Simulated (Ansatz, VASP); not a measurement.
## NbH2: VASP beside Ansatz

```
CELL_PARAMETERS angstrom
-0.04563 2.25868 2.25868
2.25868 -0.04563 2.25868
2.25868 2.25868 -0.04563
ATOMIC_POSITIONS crystal
Nb 0.00000 0.00000 0.00000
H 0.25000 0.25000 0.25000
H 0.75000 0.75000 0.75000
```

Change from the starting cell: equal xy, yz and zx shear strains of -2 %.

Alike in both runs: task single point; functional LDA; k mesh 15 × 15 × 15; occupations fermi-dirac, width 0.03 eV; no spin polarisation.

```csv
,VASP,Ansatz
version,VASP 6.6.1,Ansatz 0.2.0
potentials or method,"VASP PAW LDA potentials, release 64 (Nb_sv, H), cutoff 500 eV","all-electron LAPW, scalar-relativistic"
```

```csv
,VASP,Ansatz,Ansatz less VASP
pressure (GPa),-8.1,-7.9,+0.19
"traceless stress, the component that is largest in VASP (GPa)",2.80,2.79,-0.009
rms of the force components (eV/Å),0.081,0.080,-0.0004
```

LDA's correlation is that of Perdew and Zunger in VASP and of Perdew and Wang (1992) in Ansatz. Atom by atom the forces differ by 0.000 eV/Å (rms over components). Ansatz ran all-electron here, and VASP with PAW potentials.
